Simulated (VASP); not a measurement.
A run of VASP 6.6.1 is set up as follows.

The input INCAR:

```
ALGO = Normal ; EDIFF = 1E-6
EDIFFG = -0.005 ; ENCUT = 600
GGA = PE ; IBRION = 2
ISIF = 3 ; ISMEAR = -1
LASPH = True ; LCHARG = False
LREAL = False ; LWAVE = False
NELM = 60 ; NSW = 60
PREC = Accurate ; PSTRESS = 0.059
SIGMA = 0.05
```

The input KPOINTS:

```
k-points
0
Gamma
  13 13 13
```

Contents of POSCAR:

```
HfN
1.0
    2.7964693943      0.0000000000      0.0000000000
    0.0000000000      2.7964693943      0.0000000000
    0.0000000000      0.0000000000      2.7964693943
Hf N
1 1
Direct
    0.0000000000      0.0000000000      0.0000000000
    0.5000000000      0.5000000000      0.5000000000
```

Potentials or basis: VASP PAW PBE potentials, release 64 (Hf_pv, N).

The run is started by

```console
$ cat potpaw_PBE.64/Hf_pv/POTCAR potpaw_PBE.64/N/POTCAR > POTCAR
$ mpirun -np 1 vasp_std > vasp.out
```

Q: Predict the relaxed volume.

A: 11.15 Å³/atom.

Q: Predict the relaxed cell.

A: a = 2.814 Å, b = 2.814 Å, c = 2.814 Å, α = 90.00°, β = 90.00°, γ = 90.00°.

Final structure:
```xyz
2
Lattice="2.8145 0.0000 0.0000 0.0000 2.8145 0.0000 0.0000 0.0000 2.8145" Properties=species:S:1:pos:R:3 pbc="T T T"
Hf    0.0000    0.0000    0.0000
N     1.4072    1.4072    1.4072
```

Caveat: the cell is relaxed towards a set pressure, so the enthalpy falls and the energy may rise.
